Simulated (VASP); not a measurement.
Input of a VASP 6.6.1 run:

File INCAR:

```
SYSTEM = Pb2S2Br
AGGAC = 1.0
AGGAX = 1.0
ALDAC = 0.0
ALDAX = 1.0
ALGO = Normal
EDIFF = 1E-7
ENCUT = 520
GGA = B5
ISIF = 2
ISMEAR = 1
ISPIN = 2
LASPH = .True.
LCHARG = .True.
LELF = .True.
LORBIT = 11
LREAL = .False.
LVHAR = .True.
LWAVE = .False.
MAGMOM = 0.2 0.2 0.2 0.2 0.2
NBANDS = 36
NELM = 150
PREC = Accurate
SIGMA = 0.028
```

KPOINTS

```
k-points
0
Gamma
  5 5 5
  0 0 0
```

File POSCAR:

```
Pb2S2Br
1.0
    0.0000000000      4.2964710000      0.0000000000
    4.2964710000      0.0000000000      0.0000000000
    2.1482350000      2.1482350000     -7.1424710000
Pb S Br
2 2 1
Direct
    0.1500000000      0.1500000000      0.7000000000
    0.8500000000      0.8500000000      0.3000000000
    0.7500000000      0.2500000000      0.5000000000
    0.2500000000      0.7500000000      0.5000000000
    0.5000000000      0.5000000000      0.0000000000
```

Potentials or basis: VASP PAW PBE potentials, release 64 (Pb_d, S, Br).

The run is started by

```sh
$ cat potpaw_PBE.64/Pb_d/POTCAR potpaw_PBE.64/S/POTCAR potpaw_PBE.64/Br/POTCAR > POTCAR
$ mpirun -np 1 vasp_std > vasp.out
```

**Question.** What does it give for the pressure?

**Answer.** 17.8 GPa.

**Question.** Predict the net moment.

**Answer.** 0.55 μB per cell.

**Question.** Estimate the largest force.

**Answer.** 3.970 eV/Å.

Stress tensor (GPa, compression positive):
```
19.80  0.00  0.00
 0.00 19.80  0.00
 0.00  0.00 13.86
```

Caveat: the cell stands under pressure; the PAW data sets were made with another functional, which shifts forces and pressure a little.
